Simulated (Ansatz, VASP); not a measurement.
**HfB2: VASP beside Ansatz**

```
CELL_PARAMETERS angstrom
3.14000 0.00000 0.00000
-1.57000 2.71932 0.00000
0.00000 0.00000 3.48000
ATOMIC_POSITIONS crystal
Hf 0.00000 0.00000 0.00000
B 0.33333 0.66667 0.50000
B 0.66667 0.33333 0.50000
```

Alike in both runs: task single point; functional r2SCAN; k mesh 7 × 7 × 5; no spin polarisation.

|  | VASP | Ansatz |
| --- | --- | --- |
| version | VASP 6.6.1 | Ansatz 0.2.0 |
| potentials or method | VASP PAW PBE potentials, release 64 (Hf_pv, B) | plane waves, PAW |
| plane-wave cutoff (eV) | 520 | 500 |
| occupations | methfessel-paxton of order 1, width 0.1 eV | cold |
| valence electrons in the cell | 16 | 32 |

|  | VASP | Ansatz | Ansatz less VASP |
| --- | --- | --- | --- |
| pressure (GPa) | -1.1 | -0.5 | +0.61 |
| traceless stress, the component that is largest in VASP (GPa) | -0.29 | -0.24 | +0.060 |

VASP's potentials were made for PBE, not for r2SCAN. VASP's potentials hold 16 valence electrons a cell and Ansatz's 32, so a difference there can come from the potentials and not from the codes.

The k mesh is coarse, so the values compare programs but aren't converged. Neither program's run includes spin-orbit coupling.
